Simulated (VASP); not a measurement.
Wanted: the native input for a VASP 6.6.1 run.

```
Task                   : single point
Functional             : LDA
Potentials or basis    : VASP PAW LDA potentials, release 64 (In_d)
Cutoff                 : 520 eV
k mesh                 : 6 × 6 × 4
Occupations            : gaussian, width 0.1 eV
Spin                   : no spin polarisation
Dipole correction      : no
Further INCAR settings : ALGO = Normal; EDIFF = 1e-07; NBANDS = 20
```

The structure of In lies in POSCAR:

```
In
1.0
    3.3354847820      0.0000000000      0.0000000000
   -1.6677423910      2.8886145552      0.0000000000
    0.0000000000      0.0000000000      5.5091429200
In
2
Direct
    0.3333333300      0.6666666700      0.2500000000
    0.6666666700      0.3333333300      0.7500000000
```

One way to write it, as run:

INCAR

```
SYSTEM = In
  PREC = Accurate
  ENCUT = 520
  EDIFF = 1E-7
  ISMEAR = 0
  SIGMA = 0.1
  LREAL = .FALSE.
  LASPH = .TRUE.
  NELM = 60
  ALGO = Normal
  ISIF = 2
  LWAVE = .FALSE.
  LCHARG = .FALSE.
  GGA = CA
  NBANDS = 20
```

KPOINTS

```
regular mesh
0
G
  6 6 4
  0 0 0
```

Potentials or basis: VASP PAW LDA potentials, release 64 (In_d).

The run is started by

```console
$ cat potpaw_LDA.64/In_d/POTCAR > POTCAR
$ mpirun -np 1 vasp_std > vasp.out
```

It gave:

| Property | Result |
| --- | --- |
| Pressure | -3.3 GPa |
| Band gap on the k mesh | zero (band 13 reaches 10.36 eV, above the bottom of band 14 at 4.45 eV) |

Caveat: the k points lie up to 0.36 Å⁻¹ apart; spin-orbit coupling is left out, which moves the levels of the heavy elements.

It took 16 s on 1 thread of Intel(R) Xeon(R) Platinum 8259CL CPU @ 2.50GHz (Skylake/Cascade Lake), with other jobs on the host, peak memory 0.15 GiB.
